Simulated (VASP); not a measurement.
A run of VASP 6.6.1 is set up as follows.

INCAR

```
PREC = Accurate
ENCUT = 520
EDIFF = 1E-6
ISMEAR = 0
SIGMA = 0.1
LREAL = False
LASPH = True
NELM = 100
ALGO = Fast
ISIF = 2
LWAVE = False
LCHARG = False
GGA = PE
NBANDS = 21
```

The input KPOINTS:

```
Automatic mesh
0
Gamma
  14 14 8
```

Contents of POSCAR:

```
Pb
1.0
    3.0069445305     -1.6579205693     -0.0691890771
    3.0069445305      1.6579205693     -0.0691890771
   -2.2322077870      0.0000000000      6.4993550839
Pb
2
Direct
    0.0890925421      0.0890925421      0.2770976388
    0.9109074579      0.9109074579      0.7229023612
```

Potentials or basis: VASP PAW PBE potentials, release 64 (Pb_d).

Command:

```console
$ cat potpaw_PBE.64/Pb_d/POTCAR > POTCAR
$ mpirun -np 1 vasp_std > vasp.out
```

Q: Estimate the band gap on the k mesh.

A: Zero (bands 14 and 15 overlap by 6.32 eV).

Q: Predict the largest force.

A: 0.121 eV/Å.

Q: Estimate the pressure.

A: 1.9 GPa.

Stress tensor (GPa, compression positive):
```
 2.37  0.00 -0.42
 0.00  3.92  0.00
-0.42  0.00 -0.60
```

Caveat: the cell differs from its parent crystal (strained); spin-orbit coupling is left out, which moves the levels of the heavy elements.
